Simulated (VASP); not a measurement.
# Cr (Fm-3m) in VASP: further runs

Runs on Cr. Level: PBEsol. Tasks: single point, relaxation of cell and atoms.

All numbers are computed with VASP 6.6.1; they aren't measurements. Logs are shortened: lines on timing, memory, paths and dates and some standing lists are left out, and cuts for length are marked.

### Step 1. The cell of the first run

Symmetry: Fm-3m, No. 225, cubic system. Conventional cell: a = 3.578 Å, b = 3.578 Å, c = 3.578 Å, α = 90.00°, β = 90.00°, γ = 90.00°. Cr (site symmetry m-3m) has 12 Cr at 2.53 Å within 3.3 Å.

### Step 2. Single point, PBEsol

INCAR

```
SYSTEM = Cr
PREC = Accurate ; ENCUT = 520
EDIFF = 1E-6 ; ISMEAR = 0
SIGMA = 0.1 ; LREAL = .FALSE.
LASPH = .TRUE. ; NELM = 60
ALGO = Fast ; ISIF = 2
LWAVE = .FALSE. ; LCHARG = .FALSE.
GGA = PS ; NBANDS = 12
```

KPOINTS

```
Automatic mesh
0
G
  20 20 20
  0 0 0
```

POSCAR

```
Cr
1.0
    0.0000000000      1.7890535127      1.7890535127
    1.7890535127      0.0000000000      1.7890535127
    1.7890535127      1.7890535127      0.0000000000
Cr
1
Direct
    0.0000000000      0.0000000000      0.0000000000
```

Potentials or basis: VASP PAW PBE potentials, release 64 (Cr_pv).

Launch:

```
$ cat potpaw_PBE.64/Cr_pv/POTCAR > POTCAR
$ mpirun -np 1 vasp_std > vasp.out
```

OUTCAR:

```text
SYSTEM = Cr
   PREC = Accurate
   ENCUT = 520
   EDIFF = 1E-6
   ISMEAR = 0
   LREAL = .FALSE.
   LASPH = .TRUE.
   NELM = 60
   ISIF = 2
   GGA = PS

 ion  position               nearest neighbor table
   1  0.000  0.000  0.000-

  LATTYP: Found a face centered cubic cell.
 ALAT       =     3.5781070254

  Lattice vectors:

 A1 = (   0.0000000000,   1.7890535127,   1.7890535127)
 A2 = (   1.7890535127,   0.0000000000,   1.7890535127)
 A3 = (   1.7890535127,   1.7890535127,   0.0000000000)

Analysis of symmetry for initial positions (statically):
=====================================================================
 Subroutine PRICEL returns:
 Original cell was already a primitive cell.

 Routine SETGRP: Setting up the symmetry group for a
 face centered cubic supercell.

 Subroutine GETGRP returns: Found 48 space group operations
 (whereof 48 operations were pure point group operations)
 out of a pool of 48 trial point group operations.

The static configuration has the point symmetry O_h .

Analysis of symmetry for dynamics (positions and initial velocities):
=====================================================================
 Subroutine PRICEL returns:
 Original cell was already a primitive cell.

 Routine SETGRP: Setting up the symmetry group for a
 face centered cubic supercell.

 Subroutine GETGRP returns: Found 48 space group operations
 (whereof 48 operations were pure point group operations)
 out of a pool of 48 trial point group operations.

The dynamic configuration has the point symmetry O_h .

 Subroutine INISYM returns: Found 48 space group operations
 (whereof 48 operations are pure point group operations),
 and found     1 'primitive' translations

----------------------------------------------------------------------------------------

                                     Primitive cell

  volume of cell :      11.4525

  direct lattice vectors                    reciprocal lattice vectors
     0.000000000  1.789053513  1.789053513    -0.279477386  0.279477386  0.279477386
     1.789053513  0.000000000  1.789053513     0.279477386 -0.279477386  0.279477386
     1.789053513  1.789053513  0.000000000     0.279477386  0.279477386 -0.279477386

  length of vectors
     2.530103741  2.530103741  2.530103741     0.484069033  0.484069033  0.484069033

  position of ions in fractional coordinates (direct lattice)
     0.000000000  0.000000000  0.000000000

  ion indices of the primitive-cell ions
   primitive index   ion index
                 1           1

----------------------------------------------------------------------------------------

 KPOINTS: Automatic mesh

Automatic generation of k-mesh.
 Grid dimensions read from file:
 generate k-points for:   20   20   20

 Generating k-lattice:

  Cartesian coordinates                     Fractional coordinates (reciprocal lattice)
    -0.013973869  0.013973869  0.013973869     0.050000000  0.000000000  0.000000000
     0.013973869 -0.013973869  0.013973869     0.000000000  0.050000000  0.000000000
     0.013973869  0.013973869 -0.013973869     0.000000000  0.000000000  0.050000000

  Length of vectors
     0.024203452  0.024203452  0.024203452

  Shift w.r.t. Gamma in fractional coordinates (k-lattice)
     0.000000000  0.000000000  0.000000000

 Subroutine IBZKPT returns following result:
 ===========================================

 Found    256 irreducible k-points:

 Following reciprocal coordinates:
            Coordinates               Weight
  0.000000  0.000000  0.000000      1.000000
  0.050000  0.000000  0.000000      8.000000
  0.100000  0.000000  0.000000      8.000000
  0.150000  0.000000  0.000000      8.000000
  0.200000  0.000000  0.000000      8.000000
  0.250000  0.000000  0.000000      8.000000
[... 16 lines left out ...]
 -0.400000  0.050000  0.000000     24.000000
 -0.350000  0.050000  0.000000     24.000000
 [... further k-points ...]
   k-points           NKPTS =    256   k-points in BZ     NKDIM =    256   number of bands    NBANDS=     12
   number of dos      NEDOS =    301   number of ions     NIONS =      1
   total plane-waves  NPLWV =   8000
   dimension x,y,z NGX =    20 NGY =   20 NGZ =   20
   dimension x,y,z NGXF=    40 NGYF=   40 NGZF=   40
   ions per type =               1
   NGX,Y,Z   is equivalent  to a cutoff of  13.14, 13.14, 13.14 a.u.
   NGXF,Y,Z  is equivalent  to a cutoff of  26.28, 26.28, 26.28 a.u.
 SYSTEM =  Cr
   PREC   = accura    normal or accurate (medium, high low for compatibility)
   ISTART =      0    job   : 0-new  1-cont  2-samecut
   ICHARG =      2    charge: 1-file 2-atom 10-const
   ISPIN  =      1    spin polarized calculation?
   LNONCOLLINEAR =      F non collinear calculations
   LSORBIT =      F    spin-orbit coupling
   LASPH  =      T    aspherical Exc in radial PAW
   ENCUT  =  520.0 eV  38.22 Ry    6.18 a.u.   4.70  4.70  4.70*2*pi/ulx,y,z
   NELM   =     60;   NELMIN=  2; NELMDL= -5     # of ELM steps
   EDIFF  = 0.1E-05   stopping-criterion for ELM
   LREAL  =      F    real-space projection
   EDIFFG = 0.1E-04   stopping-criterion for IOM
   NSW    =      0    number of steps for IOM
   IBRION =     -1    ionic relax: 0-MD 1-quasi-New 2-CG
   NFREE  =      0    steps in history (QN), initial steepest desc. (CG)
   ISIF   =      2    stress and relaxation
   ISYM   =      2    0-nonsym 1-usesym 2-fastsym
   POTIM  = 0.5000    time-step for ionic-motion
   TEBEG  =    0.0;   TEEND  =   0.0 temperature during run
   PSTRESS=    0.0 pullay stress
   NELECT =      12.0000    total number of electrons
   NUPDOWN=      -1.0000    fix difference up-down
   EMIN   =  10.00;   EMAX   =-10.00  energy-range for DOS
   EFERMI =   0.00;   METHOD = LEGACY
   ISMEAR =     0;   SIGMA  =   0.10  broadening in eV -4-tet -1-fermi 0-gaus
   EFERMI_NEDOS =   21; number of points for ismear=-14 and -15
   IALGO  =     68    algorithm
   IMIX   =      4    mixing-type and parameters
     AMIX     =   0.40;   BMIX     =  1.00
     AMIX_MAG =   1.60;   BMIX_MAG =  1.00
  volume/ion in A,a.u.               =      11.45        77.29
  Fermi-wavevector in a.u.,A,eV,Ry     =   1.662782  3.142202 37.617975  2.764843
  Thomas-Fermi vector in A             =   2.749613
   LORBIT       =      0    0 simple, 1 ext, 2 COOP (PROOUT), +10 PAW based schemes
   GGA     = PS    functional components
   LHFCALC =     F    Hartree Fock is set to
   AEXX    =    0.0000 exact exchange contribution
   IVDW    =     0    specifies the selected vdW correction
   LEPSILON=     F    determine dielectric tensor
   LRPA    =     F    only Hartree local field effects (RPA)
 non-spin polarized calculation
 RMM-DIIS sequential band-by-band and
 Gauss-broadening in eV      SIGMA  =   0.10
  energy-cutoff  :      520.00
  volume of cell :       11.45
 maximum number of plane-waves:       331
   NGX =  9   NGY =  9   NGZ =  9

 number of electron      12.0000005 magnetization

 Free energy of the ion-electron system (eV)
  ---------------------------------------------------
  ext. energy  EPLUGINS =         0.00000000
  ---------------------------------------------------
  free energy    TOTEN  =        -9.83801900 eV

  energy without entropy =       -9.82959038  energy(sigma->0) =       -9.83380469

 E-fermi :  10.6742     XC(G=0): -13.8695

 val. band max:       10.6639608063   @ k =   0.2000   0.1000   0.0000
 cond. band min:      10.6801605305   @ k =  -0.2500   0.1000   0.0000
 fundamental gap:      0.0161997242
 Fermi energy:        10.6742331114

 k-point     1 :       0.0000    0.0000    0.0000
  band No.  band energies     occupation
      1     -31.4659      2.00000
      2     -31.4659      2.00000
      3     -31.4659      2.00000
      4       3.0381      2.00000
      5      10.2338      2.00000
      6      10.2338      2.00000
      7      10.2338      2.00000
      8      12.0657      0.00000
      9      12.0657      0.00000
     10      18.2325      0.00000
     11      30.7255      0.00000
     12      36.5193      0.00000

 k-point     2 :       0.0500    0.0000    0.0000
  band No.  band energies     occupation
      1     -31.4904      2.00000
      2     -31.4690      2.00000
      3     -31.4690      2.00000
      4       3.1436      2.00000
      5      10.1819      2.00000
      6      10.2699      2.00000
      7      10.2699      2.00000
      8      12.0447      0.00000
      9      12.0447      0.00000
     10      18.2324      0.00000
     11      30.7780      0.00000
     12      35.5858      0.00000

 k-point     3 :       0.1000    0.0000    0.0000
  band No.  band energies     occupation
      1     -31.5611      2.00000
      2     -31.4777      2.00000
      3     -31.4777      2.00000
      4       3.4529      2.00000
      5      10.0393      2.00000
      6      10.3665      1.99999
      7      10.3665      1.99999
      8      11.9956      0.00000
      9      11.9956      0.00000
     10      18.2324      0.00000
     11      30.8342      0.00000
     12      33.8574      0.00000

 k-point     4 :       0.1500    0.0000    0.0000
  band No.  band energies     occupation
      1     -31.6704      2.00000
      2     -31.4914      2.00000
      3     -31.4914      2.00000
      4       3.9438      2.00000
      5       9.8435      2.00000
      6      10.4842      1.99281
      7      10.4842      1.99281
      8      11.9614      0.00000
      9      11.9614      0.00000
     10      18.2323      0.00000
     11      30.4026      0.00000
     12      32.4529      0.00000

 k-point     5 :       0.2000    0.0000    0.0000
  band No.  band energies     occupation
      1     -31.8065      2.00000
      2     -31.5085      2.00000
      3     -31.5085      2.00000
      4       4.5727      2.00000
      5       9.6538      2.00000
      6      10.5562      1.90495
      7      10.5562      1.90495
      8      12.0121      0.00000
      9      12.0121      0.00000
     10      18.2322      0.00000
     11      28.9391      0.00000
     12      31.9150      0.00000

 k-point     6 :       0.2500    0.0000    0.0000
  band No.  band energies     occupation
      1     -31.9554      2.00000
      2     -31.5275      2.00000
      3     -31.5275      2.00000
      4       5.2631      2.00000
      5       9.5547      2.00000
      6      10.5320      1.95579
      7      10.5320      1.95579
      8      12.1963      0.00000
      9      12.1963      0.00000
     10      18.2321      0.00000
     11      27.1018      0.00000
     12      31.5323      0.00000

 k-point     7 :       0.3000    0.0000    0.0000
  band No.  band energies     occupation
      1     -32.1024      2.00000
      2     -31.5463      2.00000
      3     -31.5463      2.00000
      4       5.8915      2.00000
      5       9.6601      2.00000
      6      10.4304      1.99944
      7      10.4304      1.99944
      8      12.4845      0.00000
      9      12.4845      0.00000
     10      18.2319      0.00000
     11      25.2535      0.00000
     12      31.0359      0.00000

 k-point     8 :       0.3500    0.0000    0.0000
  band No.  band energies     occupation
      1     -32.2333      2.00000
      2     -31.5633      2.00000
      3     -31.5633      2.00000
      4       6.3242      2.00000
      5      10.0650      2.00000
      6      10.3028      2.00000
      7      10.3028      2.00000
      8      12.8054      0.00000
      9      12.8054      0.00000
     10      18.2316      0.00000
     11      23.5123      0.00000
     12      30.5103      0.00000
[... 166 lines left out ...]
 k-point    20 :       0.4500    0.0500    0.0000
  band No.  band energies     occupation
      1     -32.3775      2.00000
      2     -31.5938      2.00000
      3     -31.5928      2.00000
      4       6.6665      2.00000
      5      10.0195      2.00000
      6      10.2021      2.00000
      7      10.9408      0.00016
      8      13.3137      0.00000
      9      13.4418      0.00000
     10      18.2304      0.00000
     11      21.2115      0.00000
     12      29.8365      0.00000

 k-point    21 :       0.5000    0.0500    0.0000
  band No.  band energies     occupation
      1     -32.4138      2.00000
      2     -31.6031      2.00000
      3     -31.5936      2.00000
      4       6.6950      2.00000
      5       9.9836      2.00000
      6      10.1501      2.00000
      7      11.3006      0.00000
      8      13.3612      0.00000
      9      13.6895      0.00000
     10      18.2295      0.00000
     11      20.5282      0.00000
     12      29.6707      0.00000

 k-point    22 :      -0.4500    0.0500    0.0000
  band No.  band energies     occupation
      1     -32.4064      2.00000
      2     -31.6063      2.00000
      3     -31.5884      2.00000
      4       6.6911      2.00000
      5      10.0032      2.00000
      6      10.1501      2.00000
      7      11.2310      0.00000
      8      13.2688      0.00000
      9      13.7078      0.00000
     10      18.2297      0.00000
     11      20.6734      0.00000
     12      29.6946      0.00000

 k-point    23 :      -0.4000    0.0500    0.0000
  band No.  band energies     occupation
      1     -32.3557      2.00000
      2     -31.6032      2.00000
      3     -31.5777      2.00000
      4       6.6458      2.00000
      5      10.0746      2.00000
      6      10.2035      2.00000
      7      10.7666      0.19128
      8      13.0488      0.00000
      9      13.5238      0.00000
     10      18.2307      0.00000
     11      21.5899      0.00000
     12      29.9036      0.00000

 k-point    24 :      -0.3500    0.0500    0.0000
  band No.  band energies     occupation
      1     -32.2662      2.00000
      2     -31.5940      2.00000
      3     -31.5624      2.00000
      4       6.4950      2.00000
      5      10.1007      2.00000
      6      10.2445      2.00000
      7      10.3035      2.00000
      8      12.7360      0.00000
      9      13.2350      0.00000
     10      18.2314      0.00000
     11      23.0078      0.00000
     12      30.2700      0.00000

 [... further k-points ...]
[... 5 lines left out ...]
  --------------------------------------------------------------------------------------
  -------------------------------------------------------------------------------------
  Total       -0.0372120     -0.0372120     -0.0372120      0.0000000      0.0000000      0.0000000
  in kB       -5.2058734     -5.2058734     -5.2058734      0.0000000      0.0000000      0.0000000
  external PRESSURE =      -5.2058734 kB  Pullay stress =       0.0000000 kB

 VOLUME and BASIS-vectors are now :
 -----------------------------------------------------------------------------
  energy-cutoff  :      520.00
  volume of cell :       11.45
      direct lattice vectors                 reciprocal lattice vectors
     0.000000000  1.789053513  1.789053513    -0.279477386  0.279477386  0.279477386
     1.789053513  0.000000000  1.789053513     0.279477386 -0.279477386  0.279477386
     1.789053513  1.789053513  0.000000000     0.279477386  0.279477386 -0.279477386

 POSITION                                       TOTAL-FORCE (eV/Angst)
 -----------------------------------------------------------------------------------
      0.00000      0.00000      0.00000         0.000000     -0.000000      0.000000
 -----------------------------------------------------------------------------------
    total drift:                                0.000000     -0.000000      0.000000

  FREE ENERGIE OF THE ION-ELECTRON SYSTEM (eV)
  ---------------------------------------------------
  free  energy   TOTEN  =        -9.8380189998 eV

  energy  without entropy=       -9.8295903778  energy(sigma->0) =       -9.83380469
```

It took 23 s on 1 thread of Intel Xeon Platinum 8375C at 2.90GHz (Ice Lake), shared host; peak memory 0.15 GiB.

What came out:

```yaml
Free_energy: -9.8380 eV
Pressure: -0.5 GPa
Band_gap_on_the_k_mesh: zero (band 6 reaches 13.31 eV, above the bottom of band 7 at 10.23 eV)
```

Caveat: the PAW data sets were made with another functional, which shifts forces and pressure a little; the run has no spin polarisation, though such a crystal can be magnetic. Spin polarisation is off, so any magnetic state and its effect on volume and gap are missing.

### Step 3. Relaxation of cell and atoms, PBEsol

INCAR

```
PREC     = Accurate       # precision mode
ENCUT    = 600            # plane-wave cutoff, eV
EDIFF    = 1E-7           # SCF threshold, eV
ISMEAR   = 0              # smearing method
SIGMA    = 0.1            # smearing width, eV
LREAL    = F              # projectors in reciprocal space
LASPH    = T              # aspherical terms in the spheres
NELM     = 100            # most SCF steps
ALGO     = Fast           # electronic algorithm
ISIF     = 3              # what is computed and relaxed
LWAVE    = F              # write WAVECAR
LCHARG   = F              # write CHGCAR
GGA      = PS             # functional
IBRION   = 2              # ionic algorithm
NSW      = 100            # ionic steps
EDIFFG   = -0.005         # ionic threshold
```

KPOINTS

```
regular mesh
0
Gamma
  20 20 20
```

POSCAR is that of step 2.

Potentials or basis: VASP PAW PBE potentials, release 64 (Cr_pv).

Launch:

```
$ cat potpaw_PBE.64/Cr_pv/POTCAR > POTCAR
$ mpirun -np 1 vasp_std > vasp.out
```

It took 47 s on 1 thread of Intel Xeon Platinum 8375C at 2.90GHz (Ice Lake), shared host; peak memory 0.16 GiB.

Results (log left out):

| Item | Value |
| --- | --- |
| Free energy | -9.8380 eV |
| Relaxed volume | 11.43 Å³/atom |
| Relaxed cell | a = 2.528 Å, b = 2.528 Å, c = 2.528 Å, α = 60.00°, β = 60.00°, γ = 60.00° |
| Space group after relaxing (to 0.05 Å) | Fm-3m (No. 225) |
| Energy gained by relaxing | 0.0 meV/atom |
| Ionic steps | 3 |
| Pressure after relaxing | 0.0 GPa |
| Band gap on the k mesh | zero (band 6 reaches 13.35 eV, above the bottom of band 7 at 10.26 eV) |

Final structure:
```xyz
1
Lattice="0.0000 1.7877 1.7877 1.7877 0.0000 1.7877 1.7877 1.7877 0.0000" Properties=species:S:1:pos:R:3 pbc="T T T"
Cr    0.0000    0.0000    0.0000
```

Levels at points of the mesh, in eV from the Fermi level:
| k point | band 4 | band 5 | band 6 | band 7 | band 8 | band 9 |
| --- | --- | --- | --- | --- | --- | --- |
| (0.00, 0.00, 0.00) | -7.64 | -0.44 | -0.44 | -0.44 | 1.40 | 1.40 |
| (0.50, 0.00, 0.00) | -4.06 | -0.59 | -0.59 | 0.92 | 2.69 | 2.69 |
| (0.50, 0.50, 0.00) | -4.34 | -3.44 | 2.64 | 3.04 | 3.04 | 3.90 |

Caveat: the PAW data sets were made with another functional, which shifts forces and pressure a little; the run has no spin polarisation, though such a crystal can be magnetic. Spin polarisation is off, so any magnetic state and its effect on volume and gap are missing.
